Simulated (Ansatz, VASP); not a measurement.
Two plane-wave programs on NiO

```xyz
2
Lattice="0.0000 2.0950 2.0531 2.0950 0.0000 2.0531 2.0950 2.0950 0.0000" Properties=species:S:1:pos:R:3 pbc="T T T"
Ni    0.0000    0.0000    0.0000
O     2.0950    2.0950    2.0531
```

Change from the starting cell: z stretched by -2 %, ions relaxed.

Alike in both runs: functional PBE; k mesh 19 × 19 × 19; occupations fermi-dirac, width 0.05 eV; collinear spin.

Ansatz relaxed the structure, and its values are those at the end. VASP's run is a single point on that final structure, the one shown.

|  | VASP | Ansatz |
| --- | --- | --- |
| version | VASP 6.6.1 | Ansatz 0.2.0 |
| potentials or method | VASP PAW PBE potentials, release 64 (Ni, O) | plane-wave PAW, scalar-relativistic |
| plane-wave cutoff (eV) | 520 | 420 |
| valence electrons in the cell | 16 | 24 |

VASP gave:

* pressure (GPa): 6.7
* net moment per atom (μB): 0.83
* size of the moment on the site where the two differ most (μB): 0.25

Estimate Ansatz's values.

pressure (GPa): 7.1; net moment per atom (μB): 0.85; size of the moment on the site where the two differ most (μB): 0.27.

Site moments also hang on the region over which each program counts them. VASP's potentials hold 16 valence electrons a cell and Ansatz's 24, so a difference there can come from the potentials and not from the codes. Ansatz's warnings: stress scf threshold loose.
